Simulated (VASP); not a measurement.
**CuI: single point with PBE**

The system is CuI.

```
Cu I
1.0
     0.00000    2.79155    2.90605
     2.90605    0.00000    2.90605
     2.90605    2.79155    0.00000
Cu I
1 1
Direct
  0.75000 0.75000 0.75000
  0.00000 0.00000 0.00000
```

This cell differs from its parent crystal: volume 23.575 Å^3 an atom, c/a of the conventional cell 0.9606.

* Program: VASP 6.6.1
* Task: single point
* Functional: PBE
* Potentials or basis: VASP PAW PBE potentials, release 64 (Cu, I)
* Cutoff: 520 eV
* k mesh: 8 × 8 × 8
* Occupations: gaussian, width 0.05 eV
* Spin: no spin polarisation

```
Pressure               : 10.8 GPa
Band gap on the k mesh : 1.60 eV, direct
```

Stress tensor (GPa, compression positive):
```
10.63  0.00  0.00
 0.00 11.04  0.00
 0.00  0.00 10.63
```

Levels at points of the mesh, in eV from the valence-band top:
| k point | band 6 | band 7 | band 8 | band 9 | band 10 | band 11 | band 12 | band 13 |
| --- | --- | --- | --- | --- | --- | --- | --- | --- |
| (0.00, 0.00, 0.00) | -2.68 | -0.08 | -0.08 | 0.00 | 1.60 | 4.60 | 4.60 | 4.68 |
| (0.50, 0.00, 0.00) | -2.66 | -2.60 | -1.12 | -1.00 | 2.23 | 5.05 | 5.41 | 7.49 |
| (0.50, 0.50, 0.00) | -2.64 | -2.57 | -2.26 | -2.16 | 2.37 | 2.81 | 10.27 | 10.38 |
| (0.50, 0.00, 0.50) | -2.60 | -2.56 | -2.24 | -2.24 | 2.15 | 2.49 | 10.57 | 10.57 |

Wall time 67 s on 1 thread of Intel Xeon 6975P-C, with other jobs on the host, peak memory 0.2 GiB.

Caveat: spin-orbit coupling is left out, which moves the levels of the heavy elements.
